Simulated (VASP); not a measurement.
# Li in VASP: notebook

The runs below take Li through single point, with PBE.

All numbers are computed with VASP 6.6.1; they aren't measurements. Logs are shortened: lines on timing, memory, paths and dates and some standing lists are left out, and cuts for length are marked.

## (1) The cell of the first run

It takes space group C2/m (No. 12, monoclinic). The conventional cell has a = 5.263 Å, b = 3.040 Å, c = 2.997 Å, α = 90.00°, β = 122.85°, γ = 90.00°. Within 3.9 Å of Li (site symmetry 2/m) lie 12 Li at 3.00 to 3.11 Å.

## (2) Single point, PBE

INCAR reads:

```
ALGO = Fast ; EDIFF = 1E-6
ENCUT = 520 ; GGA = PE
ISIF = 2 ; ISMEAR = 0
LASPH = True ; LCHARG = False
LREAL = False ; LWAVE = False
NBANDS = 8 ; NELM = 80
PREC = Accurate ; SIGMA = 0.1
```

KPOINTS reads:

```
k-points
0
Gamma
  6 6 6
```

POSCAR reads:

```
Li
1.0
    2.6313229373     -1.5201391917      0.0000000000
    2.6313229373      1.5201391917      0.0000000000
   -1.6253723309      0.0000000000      2.5176934179
Li
1
Direct
    0.0000000000      0.0000000000      0.5000000000
```

Potentials or basis: VASP PAW PBE potentials, release 64 (Li_sv).

Run with:

```
$ cat potpaw_PBE.64/Li_sv/POTCAR > POTCAR
$ mpirun -np 1 vasp_std > vasp.out
```

OUTCAR:

```text
EDIFF = 1E-6
   ENCUT = 520
   GGA = PE
   ISIF = 2
   ISMEAR = 0
   LASPH = True
   LREAL = False
   NELM = 80
   PREC = Accurate

 ion  position               nearest neighbor table
   1  0.000  0.000  0.500-

  LATTYP: Found a base centered monoclinic cell.
 ALAT       =     5.2626458746
 B/A-ratio  =     0.5777090946
 C/A-ratio  =     0.5694412196
 COS(beta)  =    -0.5423751889

  Lattice vectors:

 A1 = (   2.6313229373,  -1.5201391917,   0.0000000000)
 A2 = (   2.6313229373,   1.5201391917,   0.0000000000)
 A3 = (  -1.6253723309,   0.0000000000,   2.5176934179)

Analysis of symmetry for initial positions (statically):
=====================================================================
 Subroutine PRICEL returns:
 Original cell was already a primitive cell.

 Routine SETGRP: Setting up the symmetry group for a
 base centered monoclinic supercell.

 Subroutine GETGRP returns: Found  4 space group operations
 (whereof  4 operations were pure point group operations)
 out of a pool of  4 trial point group operations.

The static configuration has the point symmetry C_2h.

Analysis of symmetry for dynamics (positions and initial velocities):
=====================================================================
 Subroutine PRICEL returns:
 Original cell was already a primitive cell.

 Routine SETGRP: Setting up the symmetry group for a
 base centered monoclinic supercell.

 Subroutine GETGRP returns: Found  4 space group operations
 (whereof  4 operations were pure point group operations)
 out of a pool of  4 trial point group operations.

The dynamic configuration has the point symmetry C_2h.

 Subroutine INISYM returns: Found  4 space group operations
 (whereof  4 operations are pure point group operations),
 and found     1 'primitive' translations

----------------------------------------------------------------------------------------

                                     Primitive cell

  volume of cell :      20.1414

  direct lattice vectors                    reciprocal lattice vectors
     2.631322937 -1.520139192  0.000000000     0.190018486 -0.328917248  0.122672120
     2.631322937  1.520139192  0.000000000     0.190018486  0.328917248  0.122672120
    -1.625372331  0.000000000  2.517693418     0.000000000  0.000000000  0.397188948

  length of vectors
     3.038862215  3.038862215  2.996767485     0.399176690  0.399176690  0.397188948

  position of ions in fractional coordinates (direct lattice)
     0.000000000  0.000000000  0.500000000

  ion indices of the primitive-cell ions
   primitive index   ion index
                 1           1

----------------------------------------------------------------------------------------

 KPOINTS: k-points

Automatic generation of k-mesh.
 Grid dimensions read from file:
 generate k-points for:    6    6    6

 Generating k-lattice:

  Cartesian coordinates                     Fractional coordinates (reciprocal lattice)
     0.031669748 -0.054819541  0.020445353     0.166666667  0.000000000  0.000000000
     0.031669748  0.054819541  0.020445353     0.000000000  0.166666667  0.000000000
     0.000000000  0.000000000  0.066198158     0.000000000  0.000000000  0.166666667

  Length of vectors
     0.066529448  0.066529448  0.066198158

  Shift w.r.t. Gamma in fractional coordinates (k-lattice)
     0.000000000  0.000000000  0.000000000

 Subroutine IBZKPT returns following result:
 ===========================================

 Found     68 irreducible k-points:

 Following reciprocal coordinates:
            Coordinates               Weight
  0.000000  0.000000  0.000000      1.000000
  0.166667 -0.000000  0.000000      4.000000
  0.333333 -0.000000  0.000000      4.000000
  0.500000 -0.000000  0.000000      2.000000
  0.166667  0.166667  0.000000      2.000000
  0.333333  0.166667  0.000000      4.000000
[... 16 lines left out ...]
 -0.333333  0.166667  0.166667      4.000000
 -0.166667  0.166667  0.166667      4.000000
 [... further k-points ...]
   k-points           NKPTS =     68   k-points in BZ     NKDIM =     68   number of bands    NBANDS=      8
   number of dos      NEDOS =    301   number of ions     NIONS =      1
   total plane-waves  NPLWV =  13824
   dimension x,y,z NGX =    24 NGY =   24 NGZ =   24
   dimension x,y,z NGXF=    48 NGYF=   48 NGZF=   48
   ions per type =               1
   NGX,Y,Z   is equivalent  to a cutoff of  13.13, 13.13, 13.31 a.u.
   NGXF,Y,Z  is equivalent  to a cutoff of  26.26, 26.26, 26.63 a.u.
 SYSTEM =  unknown system
   PREC   = accura    normal or accurate (medium, high low for compatibility)
   ISTART =      0    job   : 0-new  1-cont  2-samecut
   ICHARG =      2    charge: 1-file 2-atom 10-const
   ISPIN  =      1    spin polarized calculation?
   LNONCOLLINEAR =      F non collinear calculations
   LSORBIT =      F    spin-orbit coupling
   LASPH  =      T    aspherical Exc in radial PAW
   ENCUT  =  520.0 eV  38.22 Ry    6.18 a.u.   5.65  5.65  5.57*2*pi/ulx,y,z
   NELM   =     80;   NELMIN=  2; NELMDL= -5     # of ELM steps
   EDIFF  = 0.1E-05   stopping-criterion for ELM
   LREAL  =      F    real-space projection
[... 7 lines left out ...]
   TEBEG  =    0.0;   TEEND  =   0.0 temperature during run
   PSTRESS=    0.0 pullay stress
   NELECT =       3.0000    total number of electrons
   NUPDOWN=      -1.0000    fix difference up-down
   EMIN   =  10.00;   EMAX   =-10.00  energy-range for DOS
   EFERMI =   0.00;   METHOD = LEGACY
   ISMEAR =     0;   SIGMA  =   0.10  broadening in eV -4-tet -1-fermi 0-gaus
   EFERMI_NEDOS =   21; number of points for ismear=-14 and -15
   IALGO  =     68    algorithm
   IMIX   =      4    mixing-type and parameters
     AMIX     =   0.40;   BMIX     =  1.00
     AMIX_MAG =   1.60;   BMIX_MAG =  1.00
  volume/ion in A,a.u.               =      20.14       135.92
  Fermi-wavevector in a.u.,A,eV,Ry     =   0.867798  1.639900 10.246177  0.753073
  Thomas-Fermi vector in A             =   1.986384
   LORBIT       =      0    0 simple, 1 ext, 2 COOP (PROOUT), +10 PAW based schemes
   GGA     = PE    functional components
   LHFCALC =     F    Hartree Fock is set to
   AEXX    =    0.0000 exact exchange contribution
   IVDW    =     0    specifies the selected vdW correction
   LEPSILON=     F    determine dielectric tensor
   LRPA    =     F    only Hartree local field effects (RPA)
 non-spin polarized calculation
 RMM-DIIS sequential band-by-band and
 Gauss-broadening in eV      SIGMA  =   0.10
  energy-cutoff  :      520.00
  volume of cell :       20.14
 maximum number of plane-waves:       557
 NGX is ok and might be reduce to    24

 number of electron       2.9999998 magnetization

 Free energy of the ion-electron system (eV)
  ---------------------------------------------------
  ext. energy  EPLUGINS =         0.00000000
  ---------------------------------------------------
  free energy    TOTEN  =        -1.88311478 eV

  energy without entropy =       -1.87922114  energy(sigma->0) =       -1.88116796

 E-fermi :   0.5221     XC(G=0):  -7.0600

 val. band max:        0.4680723116   @ k =  -0.3333   0.1667   0.1667
 cond. band min:       0.5247886803   @ k =  -0.1667   0.5000   0.3333
 fundamental gap:      0.0567163687
 Fermi energy:         0.5220818584

 k-point     1 :       0.0000    0.0000    0.0000
  band No.  band energies     occupation
      1     -45.8782      2.00000
      2      -2.9261      2.00000
      3      14.8017      0.00000
      4      14.8863      0.00000
      5      15.4360      0.00000
      6      18.5383      0.00000
      7      18.7747      0.00000
      8      19.5656      0.00000

 k-point     2 :       0.1667   -0.0000    0.0000
  band No.  band energies     occupation
      1     -45.8738      2.00000
      2      -2.4333      2.00000
      3      11.0794      0.00000
      4      14.0315      0.00000
      5      14.5741      0.00000
      6      18.4455      0.00000
      7      19.6515      0.00000
      8      20.5819      0.00000

 k-point     3 :       0.3333   -0.0000    0.0000
  band No.  band energies     occupation
      1     -45.8648      2.00000
      2      -0.9820      2.00000
      3       6.2720      0.00000
      4      13.2270      0.00000
      5      13.8941      0.00000
      6      17.7584      0.00000
      7      18.6626      0.00000
      8      18.9394      0.00000

 k-point     4 :       0.5000   -0.0000    0.0000
  band No.  band energies     occupation
      1     -45.8602      2.00000
      2       0.5851      0.37309
      3       3.5338      0.00000
      4      12.9975      0.00000
      5      13.7553      0.00000
      6      16.8350      0.00000
      7      17.9106      0.00000
      8      18.1173      0.00000

 k-point     5 :       0.1667    0.1667    0.0000
  band No.  band energies     occupation
      1     -45.8725      2.00000
      2      -2.2901      2.00000
      3      12.3666      0.00000
      4      12.7051      0.00000
      5      14.5503      0.00000
      6      15.1210      0.00000
      7      16.8155      0.00000
      8      22.5652      0.00000

 k-point     6 :       0.3333    0.1667    0.0000
  band No.  band energies     occupation
      1     -45.8652      2.00000
      2      -1.1589      2.00000
      3       8.1396      0.00000
      4      11.7931      0.00000
      5      12.2833      0.00000
      6      15.3754      0.00000
      7      17.6221      0.00000
      8      22.9462      0.00000

 k-point     7 :       0.5000    0.1667    0.0000
  band No.  band energies     occupation
      1     -45.8590      2.00000
      2       0.7606      0.00074
      3       4.2296      0.00000
      4      10.4463      0.00000
      5      12.0280      0.00000
      6      15.5262      0.00000
      7      20.7592      0.00000
      8      21.4506      0.00000

 k-point     8 :      -0.3333    0.1667   -0.0000
  band No.  band energies     occupation
      1     -45.8603      2.00000
      2       0.2007      1.99999
      3       5.0410      0.00000
      4       9.7693      0.00000
      5      13.3012      0.00000
      6      16.5227      0.00000
      7      19.7386      0.00000
      8      21.6735      0.00000

 k-point     9 :      -0.1667    0.1667    0.0000
  band No.  band energies     occupation
      1     -45.8677      2.00000
      2      -1.5824      2.00000
      3       8.8981      0.00000
      4      10.5459      0.00000
      5      14.9684      0.00000
      6      18.6134      0.00000
      7      19.1115      0.00000
      8      20.4079      0.00000

 k-point    10 :       0.3333    0.3333    0.0000
  band No.  band energies     occupation
      1     -45.8611      2.00000
      2      -0.3727      2.00000
      3       8.9255      0.00000
      4      10.0444      0.00000
      5      10.4590      0.00000
      6      12.5140      0.00000
      7      16.1148      0.00000
      8      27.5508      0.00000
[... 78 lines left out ...]
 k-point    18 :      -0.3333    0.0000    0.1667
  band No.  band energies     occupation
      1     -45.8642      2.00000
      2      -1.0580      2.00000
      3       7.9143      0.00000
      4      11.4860      0.00000
      5      13.2590      0.00000
      6      15.1207      0.00000
      7      17.0118      0.00000
      8      22.0090      0.00000

 k-point    19 :      -0.1667    0.0000    0.1667
  band No.  band energies     occupation
      1     -45.8719      2.00000
      2      -2.2418      2.00000
      3      12.0122      0.00000
      4      12.5807      0.00000
      5      14.6238      0.00000
      6      15.1821      0.00000
      7      17.4851      0.00000
      8      22.4053      0.00000

 k-point    20 :       0.1667    0.1667    0.1667
  band No.  band energies     occupation
      1     -45.8657      2.00000
      2      -1.1912      2.00000
      3       8.1461      0.00000
      4      11.4980      0.00000
      5      12.4629      0.00000
      6      15.0547      0.00000
      7      18.5054      0.00000
      8      23.0253      0.00000

 k-point    21 :       0.3333    0.1667    0.1667
  band No.  band energies     occupation
      1     -45.8595      2.00000
      2       0.2628      1.99975
      3       6.6632      0.00000
      4       8.3637      0.00000
      5      10.6660      0.00000
      6      17.1557      0.00000
      7      18.0542      0.00000
      8      22.7746      0.00000

 k-point    22 :       0.5000    0.1667    0.1667
  band No.  band energies     occupation
      1     -45.8559      2.00000
      2       2.2535      0.00000
      3       3.9500      0.00000
      4       7.5805      0.00000
      5      10.1758      0.00000
      6      17.2587      0.00000
      7      20.6600      0.00000
      8      22.0877      0.00000

 k-point    23 :      -0.3333    0.1667    0.1667
  band No.  band energies     occupation
      1     -45.8584      2.00000
      2       0.4681      1.55502
      3       6.3001      0.00000
      4       8.2545      0.00000
      5      11.1320      0.00000
      6      16.7366      0.00000
      7      17.7274      0.00000
      8      22.7030      0.00000

 k-point    24 :      -0.1667    0.1667    0.1667
  band No.  band energies     occupation
      1     -45.8645      2.00000
      2      -1.0847      2.00000
      3       8.0551      0.00000
      4      11.0158      0.00000
      5      13.4564      0.00000
      6      14.5959      0.00000
      7      18.1053      0.00000
      8      22.1730      0.00000

 [... further k-points ...]

------------------------ aborting loop because EDIFF is reached ----------------------------------------

  FORCE on cell =-STRESS in cart. coord.  units (eV):
  Direction    XX          YY          ZZ          XY          YZ          ZX
  --------------------------------------------------------------------------------------
  -------------------------------------------------------------------------------------
  Total        0.0809802      0.0140368     -0.0162513      0.0000000      0.0000000     -0.0201151
  in kB        6.4416824      1.1165730     -1.2927326      0.0000000      0.0000000     -1.6000850
  external PRESSURE =       2.0885076 kB  Pullay stress =       0.0000000 kB

 VOLUME and BASIS-vectors are now :
 -----------------------------------------------------------------------------
  energy-cutoff  :      520.00
  volume of cell :       20.14
      direct lattice vectors                 reciprocal lattice vectors
     2.631322937 -1.520139192  0.000000000     0.190018486 -0.328917248  0.122672120
     2.631322937  1.520139192  0.000000000     0.190018486  0.328917248  0.122672120
    -1.625372331  0.000000000  2.517693418     0.000000000  0.000000000  0.397188948

 POSITION                                       TOTAL-FORCE (eV/Angst)
 -----------------------------------------------------------------------------------
     -0.81269      0.00000      1.25885        -0.000000      0.000000      0.000000
 -----------------------------------------------------------------------------------
    total drift:                               -0.000000     -0.000000      0.000000

  FREE ENERGIE OF THE ION-ELECTRON SYSTEM (eV)
  ---------------------------------------------------
  free  energy   TOTEN  =        -1.8831147779 eV

  energy  without entropy=       -1.8792211375  energy(sigma->0) =       -1.88116796
```

Run time: 15 s. Hardware: 1 thread of Intel Xeon 8259CL, shared host; peak memory 0.13 GiB.

What came out:

```yaml
Free_energy: -1.8831 eV
Band_gap_on_the_k_mesh: zero (an odd number of electrons rules out a gap without spin polarisation)
```

Caveat: the k points lie up to 0.42 Å⁻¹ apart, too coarse for converged energies and pressures of a metal; the cutoff is under 1.25 times the usual one of these potentials, so pressure, stress and relaxed cells hold a basis-set (Pulay) error.

## (3) Single point, PBE

This run uses another cell than the first one: it holds 8 atoms, not 1.

INCAR reads:

```
PREC = Accurate
ENCUT = 520
EDIFF = 1E-6
ISMEAR = 0
SIGMA = 0.2
LREAL = F
LASPH = T
NELM = 100
ALGO = Normal
ISIF = 2
LWAVE = F
LCHARG = F
GGA = PE
NBANDS = 22
```

KPOINTS reads:

```
Automatic mesh
0
Gamma
  4 4 4
```

POSCAR reads:

```
Li
1.0
   -3.6754598244      4.2844481226      2.2600154770
   -3.3354930698     -3.7207134428      1.6511266033
   -0.6630763673      0.4727991483      6.1535599266
Li
8
Direct
    0.6239465821      0.2497133220      0.2508041792
    0.6236407164      0.2491394820      0.7499896333
    0.3747901235      0.7491112386      0.2494553240
    0.3748904670      0.7504086441      0.7498400679
    0.1256126330      0.2503303989      0.2500588209
    0.1259998831      0.2508758830      0.7501618195
    0.8756685321      0.7506143528      0.2500511708
    0.8754510628      0.7498066784      0.7496389843
```

Potentials or basis: VASP PAW PBE potentials, release 64 (Li_sv).

Run with:

```
$ cat potpaw_PBE.64/Li_sv/POTCAR > POTCAR
$ mpirun -np 1 vasp_std > vasp.out
```

OUTCAR:

```text
PREC = Accurate
   ENCUT = 520
   EDIFF = 1E-6
   ISMEAR = 0
   LREAL = F
   LASPH = T
   NELM = 100
   ISIF = 2
   GGA = PE

 ion  position               nearest neighbor table
   1  0.624  0.250  0.251-
   2  0.624  0.249  0.750-
   3  0.375  0.749  0.249-
   4  0.375  0.750  0.750-
   5  0.126  0.250  0.250-
   6  0.126  0.251  0.750-
   7  0.876  0.751  0.250-
[... 817 lines left out ...]
  -------------------------------------------------------------------------------------
  Total       -0.0231250     -0.0244086      0.0125172     -0.0018164      0.0356011      0.0254733
  in kB       -0.2299414     -0.2427042      0.1244634     -0.0180613      0.3539956      0.2532910
  external PRESSURE =      -0.1160607 kB  Pullay stress =       0.0000000 kB

 VOLUME and BASIS-vectors are now :
 -----------------------------------------------------------------------------
  energy-cutoff  :      520.00
  volume of cell :      161.13
      direct lattice vectors                 reciprocal lattice vectors
    -3.675459824  4.284448123  2.260015477    -0.146939313  0.120588172 -0.025098638
    -3.335493070 -3.720713443  1.651126603    -0.156992027 -0.131065857 -0.006846424
    -0.663076367  0.472799148  6.153559927     0.096090530 -0.009120706  0.173562561

 POSITION                                       TOTAL-FORCE (eV/Angst)
 -----------------------------------------------------------------------------------
     -3.29251      1.86274      3.36578        -0.007456      0.006740     -0.006148
     -3.62047      2.09957      6.43590        -0.014893      0.006425      0.008541
     -4.04159     -1.06352      3.61895        -0.009613     -0.000826      0.006995
     -4.37808     -0.83133      6.70046         0.001641      0.004071     -0.002342
     -1.46247     -0.27500      2.23597         0.007317     -0.003676     -0.000535
     -1.79732     -0.03892      5.31516         0.014440     -0.007311     -0.004528
     -5.88796      1.07716      4.75709         0.007468     -0.002741     -0.004748
     -6.21573      1.31544      7.82951         0.001095     -0.002682      0.002764
 -----------------------------------------------------------------------------------
    total drift:                               -0.000105      0.000094     -0.000174

  FREE ENERGIE OF THE ION-ELECTRON SYSTEM (eV)
  ---------------------------------------------------
  free  energy   TOTEN  =       -15.3291604552 eV

  energy  without entropy=      -15.2742105362  energy(sigma->0) =      -15.30168550
```

OSZICAR:

```text
N       E                     dE             d eps       ncg     rms          rms(c)
DAV:   1     0.128953705647E+03    0.12895E+03   -0.11007E+04  1592   0.108E+03
DAV:   2     0.185409603302E+02   -0.11041E+03   -0.10530E+03  1620   0.286E+02
DAV:   3    -0.116798605764E+02   -0.30221E+02   -0.29892E+02  3086   0.659E+01
DAV:   4    -0.149183776161E+02   -0.32385E+01   -0.32252E+01  2358   0.440E+01
DAV:   5    -0.153345728913E+02   -0.41620E+00   -0.41614E+00  2634   0.802E+00    0.650E-01
DAV:   6    -0.153322243542E+02    0.23485E-02   -0.77583E-02  2352   0.197E+00    0.359E-01
DAV:   7    -0.153291208631E+02    0.31035E-02   -0.17044E-02  3112   0.572E-01    0.114E-01
DAV:   8    -0.153291458649E+02   -0.25002E-04   -0.96151E-04  2324   0.198E-01    0.163E-02
DAV:   9    -0.153291613037E+02   -0.15439E-04   -0.44289E-05  2220   0.517E-02    0.482E-03
DAV:  10    -0.153291604552E+02    0.84849E-06   -0.45467E-06  2032   0.152E-02
   1 F= -.15329160E+02 E0= -.15301685E+02  d E =-.549499E-01
```

Wall time 2.8 min (1 thread of Intel Xeon 8259CL, shared host); peak memory 0.3 GiB.

What came out:

```
Free energy            : -15.3292 eV
Largest force          : 0.018 eV/Å
Band gap on the k mesh : zero (bands 12 and 13 overlap by 1.33 eV)
```

Forces in eV/Å, atoms in the order of the input:
```
Li  -0.007  0.007 -0.006
Li  -0.015  0.006  0.009
Li  -0.010 -0.001  0.007
Li   0.002  0.004 -0.002
Li   0.007 -0.004 -0.001
Li   0.014 -0.007 -0.005
Li   0.007 -0.003 -0.005
Li   0.001 -0.003  0.003
```

Caveat: the cutoff is under 1.25 times the usual one of these potentials, so pressure, stress and relaxed cells hold a basis-set (Pulay) error.

The gap in the log of VASP goes by the Fermi energy; the results here count the filled bands.